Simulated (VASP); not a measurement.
# Mg2O (antifluorite type) (Fm-3m) in VASP: a series of runs

The runs below take Mg2O (antifluorite type) through single point, with PBE.

Program: VASP 6.6.1. These are calculated values, not measurements. Logs are shortened: lines on timing, memory, paths and dates and some standing lists are left out, and cuts for length are marked.

## 1. The cell of the first run

The structure is cubic, space group Fm-3m (No. 225). The conventional cell has a = 5.750 Å, b = 5.750 Å, c = 5.750 Å, α = 90.00°, β = 90.00°, γ = 90.00°. Mg (site symmetry -43m) has 4 O at 2.49 Å and 6 Mg at 2.88 Å within 3.3 Å. O (site symmetry m-3m) has 8 Mg at 2.49 Å within 3.3 Å.

## 2. Single point, PBE

INCAR

```
PREC = Accurate
ENCUT = 520
EDIFF = 1E-6
ISMEAR = -1
SIGMA = 0.06122561905347299
LREAL = False
LASPH = True
NELM = 60
ALGO = Normal
ISIF = 2
LWAVE = False
LCHARG = True
GGA = PE
LELF = True
LVHAR = True
NBANDS = 12
```

KPOINTS

```
regular mesh
0
Gamma
  17 17 17
```

POSCAR

```
Mg2O
1.0
    0.0000000000      2.8750030885      2.8750030885
    2.8750030885      0.0000000000      2.8750030885
    2.8750030885      2.8750030885      0.0000000000
Mg O
2 1
Direct
    0.2500000000      0.2500000000      0.2500000000
    0.7500000000      0.7500000000      0.7500000000
    0.0000000000      0.0000000000      0.0000000000
```

Potentials or basis: VASP PAW PBE potentials, release 64 (Mg, O).

The run is started by

```sh
> cat potpaw_PBE.64/Mg/POTCAR potpaw_PBE.64/O/POTCAR > POTCAR
> mpirun -np 1 vasp_std > vasp.out
```

OUTCAR:

```text
PREC = Accurate
   ENCUT = 520
   EDIFF = 1E-6
   ISMEAR = -1
   LREAL = False
   LASPH = True
   NELM = 60
   ISIF = 2
   GGA = PE

 ion  position               nearest neighbor table
   1  0.250  0.250  0.250-   3 2.49   3 2.49   3 2.49   3 2.49   2 2.88   2 2.88   2 2.88   2 2.88
                             2 2.88   2 2.88
   2  0.750  0.750  0.750-   3 2.49   3 2.49   3 2.49   3 2.49   1 2.88   1 2.88   1 2.88   1 2.88
                             1 2.88   1 2.88
   3  0.000  0.000  0.000-   2 2.49   1 2.49   2 2.49   1 2.49   2 2.49   2 2.49   1 2.49   1 2.49

  LATTYP: Found a face centered cubic cell.
 ALAT       =     5.7500061770

  Lattice vectors:

 A1 = (   0.0000000000,   2.8750030885,   2.8750030885)
 A2 = (   2.8750030885,   0.0000000000,   2.8750030885)
 A3 = (   2.8750030885,   2.8750030885,   0.0000000000)

Analysis of symmetry for initial positions (statically):
=====================================================================
 Subroutine PRICEL returns:
 Original cell was already a primitive cell.

 Routine SETGRP: Setting up the symmetry group for a
 face centered cubic supercell.

 Subroutine GETGRP returns: Found 48 space group operations
 (whereof 48 operations were pure point group operations)
 out of a pool of 48 trial point group operations.

The static configuration has the point symmetry O_h .

Analysis of symmetry for dynamics (positions and initial velocities):
=====================================================================
 Subroutine PRICEL returns:
 Original cell was already a primitive cell.

 Routine SETGRP: Setting up the symmetry group for a
 face centered cubic supercell.

 Subroutine GETGRP returns: Found 48 space group operations
 (whereof 48 operations were pure point group operations)
 out of a pool of 48 trial point group operations.

The dynamic configuration has the point symmetry O_h .

 Subroutine INISYM returns: Found 48 space group operations
 (whereof 48 operations are pure point group operations),
 and found     1 'primitive' translations

----------------------------------------------------------------------------------------

                                     Primitive cell

  volume of cell :      47.5275

  direct lattice vectors                    reciprocal lattice vectors
     0.000000000  2.875003089  2.875003089    -0.173912857  0.173912857  0.173912857
     2.875003089  0.000000000  2.875003089     0.173912857 -0.173912857  0.173912857
     2.875003089  2.875003089  0.000000000     0.173912857  0.173912857 -0.173912857

  length of vectors
     4.065868360  4.065868360  4.065868360     0.301225904  0.301225904  0.301225904

  position of ions in fractional coordinates (direct lattice)
     0.250000000  0.250000000  0.250000000
     0.750000000  0.750000000  0.750000000
     0.000000000  0.000000000  0.000000000

  ion indices of the primitive-cell ions
   primitive index   ion index
                 1           1
                 2           2
                 3           3

----------------------------------------------------------------------------------------

 KPOINTS: regular mesh

Automatic generation of k-mesh.
 Grid dimensions read from file:
 generate k-points for:   17   17   17

 Generating k-lattice:

  Cartesian coordinates                     Fractional coordinates (reciprocal lattice)
    -0.010230168  0.010230168  0.010230168     0.058823529  0.000000000  0.000000000
     0.010230168 -0.010230168  0.010230168     0.000000000  0.058823529  0.000000000
     0.010230168  0.010230168 -0.010230168     0.000000000  0.000000000  0.058823529

  Length of vectors
     0.017719171  0.017719171  0.017719171

  Shift w.r.t. Gamma in fractional coordinates (k-lattice)
     0.000000000  0.000000000  0.000000000

 Subroutine IBZKPT returns following result:
 ===========================================

 Found    165 irreducible k-points:

 Following reciprocal coordinates:
            Coordinates               Weight
  0.000000  0.000000  0.000000      1.000000
  0.058824  0.000000  0.000000      8.000000
  0.117647  0.000000  0.000000      8.000000
  0.176471  0.000000  0.000000      8.000000
  0.235294  0.000000  0.000000      8.000000
  0.294118  0.000000  0.000000      8.000000
[... 16 lines left out ...]
 -0.176471  0.058824  0.000000     24.000000
 -0.117647  0.058824  0.000000     24.000000
 [... further k-points ...]
   k-points           NKPTS =    165   k-points in BZ     NKDIM =    165   number of bands    NBANDS=     12
   number of dos      NEDOS =    301   number of ions     NIONS =      3
   total plane-waves  NPLWV =  27000
   dimension x,y,z NGX =    30 NGY =   30 NGZ =   30
   dimension x,y,z NGXF=    60 NGYF=   60 NGZF=   60
   ions per type =               2   1
   NGX,Y,Z   is equivalent  to a cutoff of  12.27, 12.27, 12.27 a.u.
   NGXF,Y,Z  is equivalent  to a cutoff of  24.53, 24.53, 24.53 a.u.
 SYSTEM =  unknown system
   PREC   = accura    normal or accurate (medium, high low for compatibility)
   ISTART =      0    job   : 0-new  1-cont  2-samecut
   ICHARG =      2    charge: 1-file 2-atom 10-const
   ISPIN  =      1    spin polarized calculation?
   LNONCOLLINEAR =      F non collinear calculations
   LSORBIT =      F    spin-orbit coupling
   LASPH  =      T    aspherical Exc in radial PAW
   ENCUT  =  520.0 eV  38.22 Ry    6.18 a.u.   7.56  7.56  7.56*2*pi/ulx,y,z
   NELM   =     60;   NELMIN=  2; NELMDL= -5     # of ELM steps
   EDIFF  = 0.1E-05   stopping-criterion for ELM
   LREAL  =      F    real-space projection
   EDIFFG = 0.1E-04   stopping-criterion for IOM
   NSW    =      0    number of steps for IOM
   IBRION =     -1    ionic relax: 0-MD 1-quasi-New 2-CG
   NFREE  =      0    steps in history (QN), initial steepest desc. (CG)
   ISIF   =      2    stress and relaxation
   ISYM   =      2    0-nonsym 1-usesym 2-fastsym
   POTIM  = 0.5000    time-step for ionic-motion
   TEBEG  =    0.0;   TEEND  =   0.0 temperature during run
   PSTRESS=    0.0 pullay stress
   NELECT =      10.0000    total number of electrons
   NUPDOWN=      -1.0000    fix difference up-down
   EMIN   =  10.00;   EMAX   =-10.00  energy-range for DOS
   EFERMI =   0.00;   METHOD = LEGACY
   ISMEAR =    -1;   SIGMA  =   0.06  broadening in eV -4-tet -1-fermi 0-gaus
   EFERMI_NEDOS =   21; number of points for ismear=-14 and -15
   IALGO  =     38    algorithm
   IMIX   =      4    mixing-type and parameters
     AMIX     =   0.40;   BMIX     =  1.00
     AMIX_MAG =   1.60;   BMIX_MAG =  1.00
  volume/ion in A,a.u.               =      15.84       106.91
  Fermi-wavevector in a.u.,A,eV,Ry     =   0.973703  1.840032 12.899651  0.948098
  Thomas-Fermi vector in A             =   2.104104
   LORBIT       =      0    0 simple, 1 ext, 2 COOP (PROOUT), +10 PAW based schemes
   GGA     = PE    functional components
   LHFCALC =     F    Hartree Fock is set to
   AEXX    =    0.0000 exact exchange contribution
   IVDW    =     0    specifies the selected vdW correction
   LEPSILON=     F    determine dielectric tensor
   LRPA    =     F    only Hartree local field effects (RPA)
 non-spin polarized calculation
  energy-cutoff  :      520.00
  volume of cell :       47.53
 maximum number of plane-waves:      1303
   NGX = 15   NGY = 15   NGZ = 15

 number of electron      10.0000002 magnetization

 Free energy of the ion-electron system (eV)
  ---------------------------------------------------
  ext. energy  EPLUGINS =         0.00000000
  ---------------------------------------------------
  free energy    TOTEN  =       -10.26082560 eV

  energy without entropy =      -10.25372759  energy(sigma->0) =      -10.25727660

 E-fermi :   4.2181     XC(G=0):  -9.2852

 val. band max:        4.1947276316   @ k =  -0.3529   0.2941   0.0588
 cond. band min:       4.2271991594   @ k =  -0.3529   0.2941   0.1176
 fundamental gap:      0.0324715278
 Fermi energy:         4.2180861481

 k-point     1 :       0.0000    0.0000    0.0000
  band No.  band energies     occupation
      1     -14.8996      2.00000
      2      -0.8059      2.00000
      3      -0.3688      2.00000
      4      -0.3688      2.00000
      5      -0.3688      2.00000
      6       8.3986      0.00000
      7       8.3986      0.00000
      8       8.3986      0.00000
      9      11.6102      0.00000
     10      11.6102      0.00000
     11      11.6102      0.00000
     12      11.8370      0.00000

 k-point     2 :       0.0588    0.0000    0.0000
  band No.  band energies     occupation
      1     -14.8946      2.00000
      2      -1.0512      2.00000
      3      -0.3750      2.00000
      4      -0.3750      2.00000
      5      -0.0955      2.00000
      6       8.2077      0.00000
      7       8.4120      0.00000
      8       8.4120      0.00000
      9      11.1412      0.00000
     10      11.1412      0.00000
     11      11.5535      0.00000
     12      12.3777      0.00000

 k-point     3 :       0.1176    0.0000    0.0000
  band No.  band energies     occupation
      1     -14.8800      2.00000
      2      -1.4009      2.00000
      3      -0.3925      2.00000
      4      -0.3924      2.00000
      5       0.3365      2.00000
      6       7.7262      0.00000
      7       8.4340      0.00000
      8       8.4340      0.00000
      9      10.6979      0.00000
     10      10.6979      0.00000
     11      11.3914      0.00000
     12      13.0410      0.00000
[... 286 lines left out ...]
 k-point    23 :      -0.1765    0.0588    0.0000
  band No.  band energies     occupation
      1     -14.8453      2.00000
      2      -1.8416      2.00000
      3      -0.5037      2.00000
      4      -0.4056      2.00000
      5       1.0318      2.00000
      6       6.9069      0.00000
      7       8.0336      0.00000
      8       8.5985      0.00000
      9       9.8326      0.00000
     10      10.7240      0.00000
     11      11.5687      0.00000
     12      13.6077      0.00000

 k-point    24 :      -0.1176    0.0588    0.0000
  band No.  band energies     occupation
      1     -14.8692      2.00000
      2      -1.5604      2.00000
      3      -0.4582      2.00000
      4      -0.3834      2.00000
      5       0.5905      2.00000
      6       7.5214      0.00000
      7       8.1565      0.00000
      8       8.5948      0.00000
      9      10.0583      0.00000
     10      10.7864      0.00000
     11      11.8230      0.00000
     12      12.9090      0.00000

 [... further k-points ...]
[... 5 lines left out ...]
  --------------------------------------------------------------------------------------
  -------------------------------------------------------------------------------------
  Total       -0.9690393     -0.9690393     -0.9690393     -0.0000000     -0.0000000     -0.0000000
  in kB      -32.6668331    -32.6668331    -32.6668331     -0.0000000     -0.0000000     -0.0000000
  external PRESSURE =     -32.6668331 kB  Pullay stress =       0.0000000 kB

 VOLUME and BASIS-vectors are now :
 -----------------------------------------------------------------------------
  energy-cutoff  :      520.00
  volume of cell :       47.53
      direct lattice vectors                 reciprocal lattice vectors
     0.000000000  2.875003089  2.875003089    -0.173912857  0.173912857  0.173912857
     2.875003089  0.000000000  2.875003089     0.173912857 -0.173912857  0.173912857
     2.875003089  2.875003089  0.000000000     0.173912857  0.173912857 -0.173912857

 POSITION                                       TOTAL-FORCE (eV/Angst)
 -----------------------------------------------------------------------------------
      1.43750      1.43750      1.43750        -0.000000     -0.000000     -0.000000
      4.31250      4.31250      4.31250         0.000000     -0.000000      0.000000
      0.00000      0.00000      0.00000        -0.000000      0.000000      0.000000
 -----------------------------------------------------------------------------------
    total drift:                                0.000000     -0.000000     -0.000000

  FREE ENERGIE OF THE ION-ELECTRON SYSTEM (eV)
  ---------------------------------------------------
  free  energy   TOTEN  =       -10.2608255974 eV

  energy  without entropy=      -10.2537275931  energy(sigma->0) =      -10.25727660
```

Wall time 2.4 min (1 thread of Intel Xeon 8259CL, shared host); peak memory 0.24 GiB.

Results:

```yaml
Free_energy: -10.2608 eV
Pressure: -3.3 GPa
Band_gap_on_the_k_mesh: 0.03 eV, indirect (the least direct gap lies 2.8 meV higher)
```

Levels at points of the mesh, in eV from the valence-band top:
| k point | band 2 | band 3 | band 4 | band 5 | band 6 | band 7 | band 8 | band 9 |
| --- | --- | --- | --- | --- | --- | --- | --- | --- |
| (0.00, 0.00, 0.00) | -5.00 | -4.56 | -4.56 | -4.56 | 4.20 | 4.20 | 4.20 | 7.42 |

A k mesh can miss the band edges.

## 3. Single point, PBE

This run uses another cell than the first one, of 14.05 Å³/atom, 0.887 times its volume.

INCAR

```
ALGO = Normal
EDIFF = 1E-6
ENCUT = 520
GGA = PE
ISIF = 2
ISMEAR = -1
LASPH = True
LCHARG = False
LREAL = False
LWAVE = False
NBANDS = 12
NELM = 80
PREC = Accurate
SIGMA = 0.06122561905347299
```

KPOINTS

```
k-points
0
Gamma
  33 33 33
```

POSCAR

```
Mg2O
1.0
    0.0000000000      2.7621397320      2.7621397320
    2.7621397320      0.0000000000      2.7621397320
    2.7621397320      2.7621397320      0.0000000000
Mg O
2 1
Direct
    0.2500000000      0.2500000000      0.2500000000
    0.7500000000      0.7500000000      0.7500000000
    0.0000000000      0.0000000000      0.0000000000
```

Potentials or basis: VASP PAW PBE potentials, release 64 (Mg, O).

The run is started by

```sh
> cat potpaw_PBE.64/Mg/POTCAR potpaw_PBE.64/O/POTCAR > POTCAR
> mpirun -np 1 vasp_std > vasp.out
```

Wall time 9.5 min (1 thread of Intel Xeon 8259CL, shared host); peak memory 0.59 GiB.

Results (log left out):

| Item | Value |
| --- | --- |
| Free energy | -10.2622 eV |
| Pressure | 3.7 GPa |
| Band gap on the k mesh | 0.06 eV, indirect (least direct gap 0.07 eV) |

Levels at points of the mesh, in eV from the valence-band top:
```
           k point  band 1  band 2  band 3  band 4  band 5  band 6  band 7  band 8  band 9  band 10
(0.00, 0.00, 0.00)  -19.76   -5.11   -5.11   -5.11   -5.10    4.58    4.58    4.58    7.83     7.83
```

## 4. Single point, PBE

This run uses another cell than the first one, of 14.35 Å³/atom, 0.906 times its volume.

INCAR

```
SYSTEM = Mg2O
PREC     = Accurate       ! precision mode
ENCUT    = 520            ! plane-wave cutoff, eV
EDIFF    = 1E-7           ! SCF threshold, eV
ISMEAR   = -1             ! smearing method
SIGMA    = 0.06122561905347299 ! smearing width, eV
LREAL    = .False.        ! projectors in reciprocal space
LASPH    = .True.         ! aspherical terms in the spheres
NELM     = 80             ! most SCF steps
ALGO     = Normal         ! electronic algorithm
ISIF     = 2              ! what is computed and relaxed
LWAVE    = .False.        ! write WAVECAR
LCHARG   = .True.         ! write CHGCAR
GGA      = PE             ! functional
LELF     = .True.         ! ELF
LVHAR    = .True.       
NBANDS   = 12             ! bands
```

KPOINTS

```
regular mesh
0
Gamma
  33 33 33
  0 0 0
```

POSCAR

```
Mg2O
1.0
    0.0000000000      2.7815920611      2.7815920611
    2.7815920611      0.0000000000      2.7815920611
    2.7815920611      2.7815920611      0.0000000000
Mg O
2 1
Direct
    0.2500000000      0.2500000000      0.2500000000
    0.7500000000      0.7500000000      0.7500000000
    0.0000000000      0.0000000000      0.0000000000
```

The run is started by

```sh
> cat potpaw_PBE.64/Mg/POTCAR potpaw_PBE.64/O/POTCAR > POTCAR
> mpirun -np 1 vasp_std > vasp.out
```

It took 12 min on 1 thread of Intel Xeon 8259CL, shared host; peak memory 0.6 GiB.

Results (log left out):

- Free energy: -10.2795 eV
- Pressure: 2.3 GPa

Levels at points of the mesh, in eV from the Fermi level:
```tsv
k point	band 1	band 2	band 3	band 4	band 5	band 6	band 7	band 8	band 9	band 10
(0.00, 0.00, 0.00)	-19.66	-5.11	-5.04	-5.04	-5.04	4.48	4.48	4.48	7.73	7.73
```

## 5. The runs side by side

| cell | k mesh | gap on the mesh (eV) | pressure (GPa) |
| --- | --- | --- | --- |
| a = 4.066 Å, angles 60.0°, 3 atoms | 17 × 17 × 17 | 0.03 | -3.3 |
| a = 3.906 Å, angles 60.0°, 3 atoms | 33 × 33 × 33 | 0.06 | 3.7 |
| a = 3.934 Å, angles 60.0°, 3 atoms | 33 × 33 × 33 | - | 2.3 |

Alike in all rows: task single point; level PBE; potentials or basis VASP PAW PBE potentials, release 64 (Mg, O); no spin polarisation; cutoff (eV) 520; smearing fermi-dirac 0.0612256 eV.

Absolute energies hang on the potentials; compare differences alone.
